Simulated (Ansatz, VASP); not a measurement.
# MgO in VASP and in Ansatz

File POSCAR:

```
MgO
1.0
    0.0000000000      2.1351500000      2.1351500000
    2.1031227500      0.0000000000      2.1351500000
    2.1031227500      2.1351500000      0.0000000000
Mg O
1 1
Direct
    0.0000000000      0.0000000000      0.0000000000
    0.5000000000      0.5000000000      0.5000000000
```

The input INCAR.step1:

```
PREC     = Accurate       # precision mode
ENCUT    = 520            # plane-wave cutoff, eV
ISMEAR   = 0              # smearing method
SIGMA    = 0.05           # smearing width, eV
LREAL    = F              # projectors in reciprocal space
LASPH    = T              # aspherical terms in the spheres
NELM     = 100            # most SCF steps
NBANDS   = 11             # bands
GGA      = PE             # functional
ALGO     = Normal         # electronic algorithm
EDIFF    = 1E-4           # SCF threshold, eV
LWAVE    = T              # write WAVECAR
LCHARG   = F              # write CHGCAR
```

Contents of INCAR.step2:

```
PREC     = Accurate       # precision mode
ENCUT    = 520            # plane-wave cutoff, eV
EDIFF    = 1E-6           # SCF threshold, eV
ISMEAR   = 0              # smearing method
SIGMA    = 0.05           # smearing width, eV
LREAL    = F              # projectors in reciprocal space
LASPH    = T              # aspherical terms in the spheres
NELM     = 100            # most SCF steps
ALGO     = Normal         # electronic algorithm
ISIF     = 2              # what is computed and relaxed
LWAVE    = F              # write WAVECAR
LCHARG   = T              # write CHGCAR
METAGGA  = R2SCAN         # meta-GGA
LMIXTAU  = T            
LELF     = T              # ELF
LVHAR    = T            
NBANDS   = 11             # bands
ISTART   = 1
```

File KPOINTS:

```
Automatic mesh
0
Gamma
  10 10 10
```

Input for Ansatz:

```yaml
crystal:
  lattice:
    - [0.0, 2.13515, 2.13515]
    - [2.10312275, 0.0, 2.13515]
    - [2.10312275, 2.13515, 0.0]
  atoms:
    - { symbol: Mg, position: [0.0, 0.0, 0.0] }
    - { symbol: O, position: [0.5, 0.5, 0.5] }
basis:
  ecutwfc: 500
kpoints:
  mp_grid: { grid: [10, 10, 10] }
hamiltonian:
  xc: r2scan
scf:
  occupations: { method: gaussian, width: 0.05 }
output:
  forces: true
  stress: true
  eigenvalues: true
```

Change from the starting cell: strain -0.0150 x Voigt [1, 0, 0, 0, 0, 0], atoms carried along.

Alike in both runs: task single point; functional r2SCAN; k mesh 10 × 10 × 10; occupations gaussian, width 0.05 eV; no spin polarisation.

|  | VASP | Ansatz |
| --- | --- | --- |
| version | VASP 6.6.1 | Ansatz 0.2.0 |
| potentials or method | VASP PAW PBE potentials, release 64 (Mg, O), cutoff 520 eV | scalar-relativistic, plane waves, PAW |
| valence electrons in the cell | 8 | 16 |

VASP gave:

- gap on the k mesh at the Fermi level (eV): 5.33
- least direct gap on the mesh (eV): 5.33
- pressure (GPa): -6.0
- traceless stress, the component that is largest in VASP (GPa): 1.85

Question: Which values does Ansatz return?

Answer: gap on the k mesh at the Fermi level (eV): 5.36; least direct gap on the mesh (eV): 5.36; pressure (GPa): -4.9; traceless stress, the component that is largest in VASP (GPa): 1.86.

VASP's potentials were made for PBE, not for r2SCAN. With one functional, cell and mesh, what is left measures potentials, basis and numerics. VASP's potentials hold 8 valence electrons a cell and Ansatz's 16, so a difference there can come from the potentials and not from the codes.
